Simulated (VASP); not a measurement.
# SrO (Pm-3m) in VASP: notebook

The runs below take SrO through single point, with r2SCANh, LDA, PBEsol.

All numbers are computed with VASP 6.6.1; they aren't measurements. Logs are shortened: lines on timing, memory, paths and dates and some standing lists are left out, and cuts for length are marked.

## 1. The cell of the first run

Symmetry: Pm-3m, No. 221, cubic system. Conventional cell: a = 3.103 Å, b = 3.103 Å, c = 3.103 Å, α = 90.00°, β = 90.00°, γ = 90.00°. Within 3.5 Å of Sr (site symmetry m-3m) lie 8 O at 2.69 Å and 6 Sr at 3.10 Å. O (site symmetry m-3m) has 8 Sr at 2.69 Å and 6 O at 3.10 Å within 3.5 Å.

## 2. Single point, r2SCANh

POSCAR reads:

```
SrO
1.0
    3.1028650670      0.0000000000      0.0000000000
    0.0000000000      3.1028650670      0.0000000000
    0.0000000000      0.0000000000      3.1028650670
Sr O
1 1
Direct
    0.0000000000      0.0000000000      0.0000000000
    0.5000000000      0.5000000000      0.5000000000
```

INCAR.step1 reads:

```
SYSTEM = SrO
  PREC = Accurate
  ENCUT = 520
  EDIFF = 1E-5
  ISMEAR = 0
  SIGMA = 0.01
  LREAL = .FALSE.
  LASPH = .TRUE.
  NELM = 100
  ALGO = Normal
  ISIF = 2
  LWAVE = .TRUE.
  NBANDS = 15
  GGA = PE
```

INCAR.step2 reads:

```
SYSTEM = SrO
  PREC = Accurate
  ENCUT = 520
  EDIFF = 1E-6
  ISMEAR = 0
  SIGMA = 0.01
  LREAL = .FALSE.
  LASPH = .TRUE.
  NELM = 100
  ALGO = Normal
  ISIF = 2
  LWAVE = .FALSE.
  LCHARG = .TRUE.
  METAGGA = R2SCAN
  LHFCALC = .TRUE.
  AEXX = 0.1
  LMIXTAU = .TRUE.
  PRECFOCK = Normal
  LELF = .TRUE.
  LVHAR = .TRUE.
  NBANDS = 15
  ISTART = 1
```

KPOINTS reads:

```
Automatic mesh
0
G
  6 6 6
  0 0 0
```

Potentials or basis: VASP PAW PBE potentials, release 64 (Sr_sv, O).

Started as:

```sh
$ cat potpaw_PBE.64/Sr_sv/POTCAR potpaw_PBE.64/O/POTCAR > POTCAR
$ cp INCAR.step1 INCAR
$ mpirun -np 1 vasp_std > vasp.out
$ cp INCAR.step2 INCAR
$ mpirun -np 1 vasp_std > vasp.out
```

OUTCAR:

```text
SYSTEM = SrO
   PREC = Accurate
   ENCUT = 520
   EDIFF = 1E-6
   ISMEAR = 0
   LREAL = .FALSE.
   LASPH = .TRUE.
   NELM = 100
   ISIF = 2
   METAGGA = R2SCAN
   LHFCALC = .TRUE.
   AEXX = 0.1
   PRECFOCK = Normal
   ISTART = 1

 ion  position               nearest neighbor table
   1  0.000  0.000  0.000-   2 2.69   2 2.69   2 2.69   2 2.69   2 2.69   2 2.69   2 2.69   2 2.69

   2  0.500  0.500  0.500-   1 2.69   1 2.69   1 2.69   1 2.69   1 2.69   1 2.69   1 2.69   1 2.69

  LATTYP: Found a simple cubic cell.
 ALAT       =     3.1028650670

  Lattice vectors:

 A1 = (   3.1028650670,   0.0000000000,   0.0000000000)
 A2 = (   0.0000000000,   3.1028650670,   0.0000000000)
 A3 = (   0.0000000000,   0.0000000000,   3.1028650670)

Analysis of symmetry for initial positions (statically):
=====================================================================
 Subroutine PRICEL returns:
 Original cell was already a primitive cell.

 Routine SETGRP: Setting up the symmetry group for a
 simple cubic supercell.

 Subroutine GETGRP returns: Found 48 space group operations
 (whereof 48 operations were pure point group operations)
 out of a pool of 48 trial point group operations.

The static configuration has the point symmetry O_h .

Analysis of symmetry for dynamics (positions and initial velocities):
=====================================================================
 Subroutine PRICEL returns:
 Original cell was already a primitive cell.

 Routine SETGRP: Setting up the symmetry group for a
 simple cubic supercell.

 Subroutine GETGRP returns: Found 48 space group operations
 (whereof 48 operations were pure point group operations)
 out of a pool of 48 trial point group operations.

The dynamic configuration has the point symmetry O_h .

 Subroutine INISYM returns: Found 48 space group operations
 (whereof 48 operations are pure point group operations),
 and found     1 'primitive' translations

----------------------------------------------------------------------------------------

                                     Primitive cell

  volume of cell :      29.8737

  direct lattice vectors                    reciprocal lattice vectors
     3.102865067  0.000000000  0.000000000     0.322282787  0.000000000  0.000000000
     0.000000000  3.102865067  0.000000000     0.000000000  0.322282787  0.000000000
     0.000000000  0.000000000  3.102865067     0.000000000  0.000000000  0.322282787

  length of vectors
     3.102865067  3.102865067  3.102865067     0.322282787  0.322282787  0.322282787

  position of ions in fractional coordinates (direct lattice)
     0.000000000  0.000000000  0.000000000
     0.500000000  0.500000000  0.500000000

  ion indices of the primitive-cell ions
   primitive index   ion index
                 1           1
                 2           2

----------------------------------------------------------------------------------------

 KPOINTS: Automatic mesh

Automatic generation of k-mesh.
 Grid dimensions read from file:
 generate k-points for:    6    6    6

 Generating k-lattice:

  Cartesian coordinates                     Fractional coordinates (reciprocal lattice)
     0.053713798  0.000000000  0.000000000     0.166666667  0.000000000  0.000000000
     0.000000000  0.053713798  0.000000000     0.000000000  0.166666667  0.000000000
     0.000000000  0.000000000  0.053713798     0.000000000  0.000000000  0.166666667

  Length of vectors
     0.053713798  0.053713798  0.053713798

  Shift w.r.t. Gamma in fractional coordinates (k-lattice)
     0.000000000  0.000000000  0.000000000

 Subroutine IBZKPT returns following result:
 ===========================================

 Found     20 irreducible k-points:

 Following reciprocal coordinates:
            Coordinates               Weight
  0.000000  0.000000  0.000000      1.000000
  0.166667  0.000000  0.000000      6.000000
  0.333333  0.000000  0.000000      6.000000
  0.500000  0.000000  0.000000      3.000000
  0.166667  0.166667  0.000000     12.000000
  0.333333  0.166667  0.000000     24.000000
[... 12 lines left out ...]
  0.500000  0.500000  0.333333      6.000000
  0.500000  0.500000  0.500000      1.000000
   k-points           NKPTS =     20   k-points in BZ     NKDIM =    216   number of bands    NBANDS=     15
   number of dos      NEDOS =    301   number of ions     NIONS =      2
   total plane-waves  NPLWV =  13824
   dimension x,y,z NGX =    24 NGY =   24 NGZ =   24
   dimension x,y,z NGXF=    48 NGYF=   48 NGZF=   48
   ions per type =               1   1
   NGX,Y,Z   is equivalent  to a cutoff of  12.86, 12.86, 12.86 a.u.
   NGXF,Y,Z  is equivalent  to a cutoff of  25.72, 25.72, 25.72 a.u.
 SYSTEM =  SrO
   PREC   = accura    normal or accurate (medium, high low for compatibility)
   ISTART =      1    job   : 0-new  1-cont  2-samecut
   ICHARG =      0    charge: 1-file 2-atom 10-const
   ISPIN  =      1    spin polarized calculation?
   LNONCOLLINEAR =      F non collinear calculations
   LSORBIT =      F    spin-orbit coupling
   LASPH  =      T    aspherical Exc in radial PAW
   ENCUT  =  520.0 eV  38.22 Ry    6.18 a.u.   5.77  5.77  5.77*2*pi/ulx,y,z
   NELM   =    100;   NELMIN=  2; NELMDL=  0     # of ELM steps
   EDIFF  = 0.1E-05   stopping-criterion for ELM
   LREAL  =      F    real-space projection
   EDIFFG = 0.1E-04   stopping-criterion for IOM
   NSW    =      0    number of steps for IOM
   IBRION =     -1    ionic relax: 0-MD 1-quasi-New 2-CG
   NFREE  =      0    steps in history (QN), initial steepest desc. (CG)
   ISIF   =      2    stress and relaxation
   ISYM   =      3    0-nonsym 1-usesym 2-fastsym
   POTIM  = 0.5000    time-step for ionic-motion
   TEBEG  =    0.0;   TEEND  =   0.0 temperature during run
   PSTRESS=    0.0 pullay stress
   NELECT =      16.0000    total number of electrons
   NUPDOWN=      -1.0000    fix difference up-down
   EMIN   =  10.00;   EMAX   =-10.00  energy-range for DOS
   EFERMI =   0.00;   METHOD = LEGACY
   ISMEAR =     0;   SIGMA  =   0.01  broadening in eV -4-tet -1-fermi 0-gaus
   EFERMI_NEDOS =   21; number of points for ismear=-14 and -15
   IALGO  =     38    algorithm
   IMIX   =      1    mixing-type and parameters
     AMIX     =   0.40;   BMIX     =  1.00
     AMIX_MAG =   1.60;   BMIX_MAG =  1.00
[... 7 lines left out ...]
   ENCUT4O =  -1.0   cutoff for four orbital integrals eV
   NKREDX  =     1    reduce k-point grid by
   NKREDY  =     1    reduce k-point grid by
   NKREDZ  =     1    reduce k-point grid by
   AEXX    =    0.1000 exact exchange contribution
   HFSCREEN=    0.0000 screening length (either q_TF or 0.3 A-1)
   HFSCREENC=   0.0000 screening length for correlation (either q_TF or 0.3 A-1)
   ENCUTFOCK=  -1.0 apply spherical cutoff to Coloumb kernel
   IVDW    =     0    specifies the selected vdW correction
   LEPSILON=     F    determine dielectric tensor
   LRPA    =     F    only Hartree local field effects (RPA)
 non-spin polarized calculation
 Gauss-broadening in eV      SIGMA  =   0.01
  energy-cutoff  :      520.00
  volume of cell :       29.87
 maximum number of plane-waves:       840
 NGX is ok and might be reduce to    24
  NGX = 18; NGY = 18; NGZ = 18

 number of electron      16.0000006 magnetization

 Free energy of the ion-electron system (eV)
  ---------------------------------------------------
  ext. energy  EPLUGINS =         0.00000000
  ---------------------------------------------------
  free energy    TOTEN  =       -25.91682806 eV

  energy without entropy =      -25.91682806  energy(sigma->0) =      -25.91682806

 E-fermi :   2.4015     XC(G=0): -10.3952

 val. band max:        2.3301542373   @ k =   0.5000   0.5000   0.0000
 cond. band min:       6.4101789645   @ k =   0.0000   0.0000   0.0000
 fundamental gap:      4.0800247272
 Fermi energy:         2.4015272514

 k-point     1 :       0.0000    0.0000    0.0000
  band No.  band energies     occupation
      1     -33.3826      2.00000
      2     -14.7964      2.00000
      3     -13.4985      2.00000
      4     -13.4985      2.00000
      5     -13.4985      2.00000
      6       2.2660      2.00000
      7       2.2660      2.00000
      8       2.2660      2.00000
      9       6.4102      0.00000
     10       6.4102      0.00000
     11       8.7471      0.00000
     12      14.4952      0.00000
     13      14.4952      0.00000
     14      14.4952      0.00000
     15      23.8186      0.00000

 k-point     2 :       0.1667    0.0000    0.0000
  band No.  band energies     occupation
      1     -33.3258      2.00000
      2     -15.3616      2.00000
      3     -13.4465      2.00000
      4     -13.4465      2.00000
      5     -13.2080      2.00000
      6       1.3026      2.00000
      7       2.1191      2.00000
      8       2.1191      2.00000
      9       6.6613      0.00000
     10       7.7063      0.00000
     11       9.8704      0.00000
     12      14.0880      0.00000
     13      14.0880      0.00000
     14      14.6348      0.00000
     15      20.8082      0.00000

 k-point     3 :       0.3333    0.0000    0.0000
  band No.  band energies     occupation
      1     -33.2092      2.00000
      2     -16.2304      2.00000
      3     -13.3398      2.00000
      4     -13.3398      2.00000
      5     -12.8249      2.00000
      6      -0.1039      2.00000
      7       1.8116      2.00000
      8       1.8116      2.00000
      9       7.2488      0.00000
     10      10.2254      0.00000
     11      12.3972      0.00000
     12      13.5202      0.00000
     13      13.5202      0.00000
     14      14.9344      0.00000
     15      17.8315      0.00000

 k-point     4 :       0.5000    0.0000    0.0000
  band No.  band energies     occupation
      1     -33.1493      2.00000
      2     -16.6086      2.00000
      3     -13.2851      2.00000
      4     -13.2851      2.00000
      5     -12.6610      2.00000
      6      -0.6873      2.00000
      7       1.6516      2.00000
      8       1.6516      2.00000
      9       7.6049      0.00000
     10      11.3440      0.00000
     11      13.3226      0.00000
     12      13.3226      0.00000
     13      14.6335      0.00000
     14      15.0960      0.00000
     15      16.6561      0.00000
[... 235 lines left out ...]
 k-point    18 :       0.5000    0.3333    0.3333
  band No.  band energies     occupation
      1     -32.8450      2.00000
      2     -15.0854      2.00000
      3     -14.3877      2.00000
      4     -14.3075      2.00000
      5     -13.9246      2.00000
      6      -0.2141      2.00000
      7      -0.0507      2.00000
      8       0.5951      2.00000
      9      10.7608      0.00000
     10      11.8024      0.00000
     11      12.2751      0.00000
     12      12.6200      0.00000
     13      14.1851      0.00000
     14      18.1673      0.00000
     15      19.2677      0.00000

 k-point    19 :       0.5000    0.5000    0.3333
  band No.  band energies     occupation
      1     -32.7940      2.00000
      2     -14.7013      2.00000
      3     -14.7013      2.00000
      4     -14.2659      2.00000
      5     -14.1858      2.00000
      6      -0.3131      2.00000
      7      -0.3131      2.00000
      8      -0.1339      2.00000
      9      11.4708      0.00000
     10      12.0713      0.00000
     11      12.0713      0.00000
     12      13.0407      0.00000
     13      17.2011      0.00000
     14      18.2881      0.00000
     15      18.2881      0.00000

 k-point    20 :       0.5000    0.5000    0.5000
  band No.  band energies     occupation
      1     -32.7439      2.00000
      2     -14.6093      2.00000
      3     -14.6093      2.00000
      4     -14.6093      2.00000
      5     -14.0879      2.00000
      6      -0.7245      2.00000
      7      -0.7245      2.00000
      8      -0.7245      2.00000
      9      12.3115      0.00000
     10      12.3115      0.00000
     11      12.3115      0.00000
     12      17.2768      0.00000
     13      17.2768      0.00000
     14      18.0150      0.00000
     15      18.0150      0.00000

------------------------ aborting loop because EDIFF is reached ----------------------------------------

  FORCE on cell =-STRESS in cart. coord.  units (eV):
  Direction    XX          YY          ZZ          XY          YZ          ZX
  --------------------------------------------------------------------------------------
  -------------------------------------------------------------------------------------
  Total        0.0003697      0.0003697      0.0003697     -0.0000000     -0.0000000      0.0000000
  in kB        0.0198290      0.0198290      0.0198290     -0.0000000     -0.0000000      0.0000000
  external PRESSURE =       0.0198290 kB  Pullay stress =       0.0000000 kB

 VOLUME and BASIS-vectors are now :
 -----------------------------------------------------------------------------
  energy-cutoff  :      520.00
  volume of cell :       29.87
      direct lattice vectors                 reciprocal lattice vectors
     3.102865067  0.000000000  0.000000000     0.322282787  0.000000000  0.000000000
     0.000000000  3.102865067  0.000000000     0.000000000  0.322282787  0.000000000
     0.000000000  0.000000000  3.102865067     0.000000000  0.000000000  0.322282787

 POSITION                                       TOTAL-FORCE (eV/Angst)
 -----------------------------------------------------------------------------------
      0.00000      0.00000      0.00000         0.000000      0.000000      0.000000
      1.55143      1.55143      1.55143         0.000000      0.000000      0.000000
 -----------------------------------------------------------------------------------
    total drift:                                0.000000      0.000000     -0.000000

  FREE ENERGIE OF THE ION-ELECTRON SYSTEM (eV)
  ---------------------------------------------------
  free  energy   TOTEN  =       -25.9168280605 eV

  energy  without entropy=      -25.9168280605  energy(sigma->0) =      -25.91682806
```

Wall time 15 min (1 thread of Intel Xeon Platinum 8488C (Sapphire Rapids), shared host); peak memory 0.17 GiB.

What came out:

| Quantity | Value |
| --- | --- |
| Free energy | -25.9168 eV |
| Pressure | 0.0 GPa |
| Band gap on the k mesh | 4.08 eV, indirect (least direct gap 4.14 eV) |

Levels at points of the mesh, in eV from the valence-band top:
```csv
k point,band 5,band 6,band 7,band 8,band 9,band 10,band 11,band 12
"(0.00, 0.00, 0.00)",-15.83,-0.06,-0.06,-0.06,4.08,4.08,6.42,12.17
"(0.50, 0.00, 0.00)",-14.99,-3.02,-0.68,-0.68,5.27,9.01,10.99,10.99
"(0.50, 0.50, 0.00)",-15.46,-1.29,-1.29,0.00,5.63,6.03,9.10,9.10
"(0.50, 0.50, 0.50)",-16.42,-3.05,-3.05,-3.05,9.98,9.98,9.98,14.95
```

Caveat: the PAW data sets were made with another functional, which shifts forces and pressure a little.

## 3. Single point, LDA

This run uses another cell than the first one, of 14.04 Å³/atom, 0.940 times its volume.

INCAR reads:

```
SYSTEM = SrO
PREC     = Accurate       ! precision mode
ENCUT    = 520            ! plane-wave cutoff, eV
EDIFF    = 1E-6           ! SCF threshold, eV
ISMEAR   = -1             ! smearing method
SIGMA    = 0.02           ! smearing width, eV
LREAL    = .FALSE.        ! projectors in reciprocal space
LASPH    = .TRUE.         ! aspherical terms in the spheres
NELM     = 100            ! most SCF steps
ALGO     = Normal         ! electronic algorithm
ISIF     = 2              ! what is computed and relaxed
LWAVE    = .FALSE.        ! write WAVECAR
LCHARG   = .FALSE.        ! write CHGCAR
GGA      = CA             ! functional
NBANDS   = 15             ! bands
```

KPOINTS reads:

```
Automatic mesh
0
G
  8 8 8
  0 0 0
```

POSCAR reads:

```
SrO
1.0
    3.0397233810      0.0000000000      0.0000000000
    0.0000000000      3.0397233810      0.0000000000
    0.0000000000      0.0000000000      3.0397233810
Sr O
1 1
Direct
    0.0000000000      0.0000000000      0.0000000000
    0.5000000000      0.5000000000      0.5000000000
```

Potentials or basis: VASP PAW LDA potentials, release 64 (Sr_sv, O).

Started as:

```sh
$ cat potpaw_LDA.64/Sr_sv/POTCAR potpaw_LDA.64/O/POTCAR > POTCAR
$ mpirun -np 1 vasp_std > vasp.out
```

It took 11 s on 1 thread of Intel Xeon 8259CL, shared host; peak memory 0.13 GiB.

Results (log left out):

| Quantity | Value |
| --- | --- |
| Free energy | -12.6827 eV |
| Pressure | 1.2 GPa |
| Band gap on the k mesh | 2.58 eV, indirect (least direct gap 2.59 eV) |

Levels at points of the mesh, in eV from the valence-band top:
| k point | band 4 | band 5 | band 6 | band 7 | band 8 | band 9 | band 10 | band 11 | band 12 | band 13 |
| --- | --- | --- | --- | --- | --- | --- | --- | --- | --- | --- |
| (0.00, 0.00, 0.00) | -14.58 | -14.58 | -0.02 | -0.02 | -0.02 | 2.58 | 2.58 | 5.26 | 11.12 | 11.12 |
| (0.50, 0.00, 0.00) | -14.32 | -13.35 | -3.17 | -0.74 | -0.74 | 3.83 | 7.77 | 9.81 | 9.81 | 11.28 |
| (0.50, 0.50, 0.00) | -15.14 | -14.12 | -1.19 | -1.19 | 0.00 | 4.21 | 4.75 | 7.81 | 7.81 | 13.89 |
| (0.50, 0.50, 0.50) | -15.89 | -14.67 | -3.27 | -3.27 | -3.27 | 8.75 | 8.75 | 8.75 | 14.22 | 14.47 |

A k mesh can miss the band edges. LDA gaps usually lie below the measured ones, often by a third to a half.

## 4. Single point, PBEsol

This run uses another cell than the first one, of 14.60 Å³/atom, 0.978 times its volume.

INCAR reads:

```
  PREC = Accurate
  ENCUT = 520
  EDIFF = 1E-6
  ISMEAR = -1
  SIGMA = 0.02
  LREAL = False
  LASPH = True
  NELM = 80
  ALGO = Normal
  ISIF = 2
  LWAVE = False
  LCHARG = False
  GGA = PS
  NBANDS = 15
```

KPOINTS reads:

```
regular mesh
0
Gamma
  8 8 8
```

POSCAR reads:

```
SrO
1.0
    3.0796244594      0.0000000000      0.0000000000
    0.0000000000      3.0796244594      0.0000000000
    0.0000000000      0.0000000000      3.0796244594
Sr O
1 1
Direct
    0.0000000000      0.0000000000      0.0000000000
    0.5000000000      0.5000000000      0.5000000000
```

Potentials or basis: VASP PAW PBE potentials, release 64 (Sr_sv, O).

Started as:

```sh
$ cat potpaw_PBE.64/Sr_sv/POTCAR potpaw_PBE.64/O/POTCAR > POTCAR
$ mpirun -np 1 vasp_std > vasp.out
```

It took 13 s on 1 thread of Intel Xeon 8259CL, shared host; peak memory 0.15 GiB.

The run converged. Its results:

| Quantity | Value |
| --- | --- |
| Free energy | -11.8871 eV |
| Pressure | 1.0 GPa |
| Band gap on the k mesh | 2.66 eV, indirect (least direct gap 2.71 eV) |

Levels at points of the mesh, in eV from the valence-band top:
```
           k point  band 5  band 6  band 7  band 8  band 9  band 10  band 11  band 12
(0.00, 0.00, 0.00)  -14.82   -0.05   -0.05   -0.05    2.66     2.66     4.81    10.80
(0.50, 0.00, 0.00)  -13.70   -3.08   -0.69   -0.69    3.86     7.52     9.54     9.54
(0.50, 0.50, 0.00)  -14.41   -1.22   -1.22    0.00    4.16     4.60     7.66     7.66
(0.50, 0.50, 0.50)  -14.90   -3.10   -3.10   -3.10    8.48     8.48     8.48    13.71
```

Caveat: the PAW data sets were made with another functional, which shifts forces and pressure a little. A k mesh can miss the band edges.

## 5. The runs side by side

| level | potentials or basis | cell | k mesh | smearing | grid for exact exchange (PRECFOCK) | gap on the mesh (eV) | pressure (GPa) |
| --- | --- | --- | --- | --- | --- | --- | --- |
| r2SCANh | VASP PAW PBE potentials, release 64 (Sr_sv, O) | a = 3.103 Å, 2 atoms | 6 × 6 × 6 | gaussian 0.01 eV | Normal | 4.08 | 0.0 |
| LDA | VASP PAW LDA potentials, release 64 (Sr_sv, O) | a = 3.040 Å, 2 atoms | 8 × 8 × 8 | fermi-dirac 0.02 eV | - | 2.58 | 1.2 |
| PBEsol | VASP PAW PBE potentials, release 64 (Sr_sv, O) | a = 3.080 Å, 2 atoms | 8 × 8 × 8 | fermi-dirac 0.02 eV | - | 2.66 | 1.0 |

Alike in all rows: task single point; no spin polarisation; cutoff (eV) 520.

Caveats: the PAW data sets were made with another functional, which shifts forces and pressure a little (some runs).

Total energies depend on the potentials used, so only differences within one code and one set of settings carry meaning.
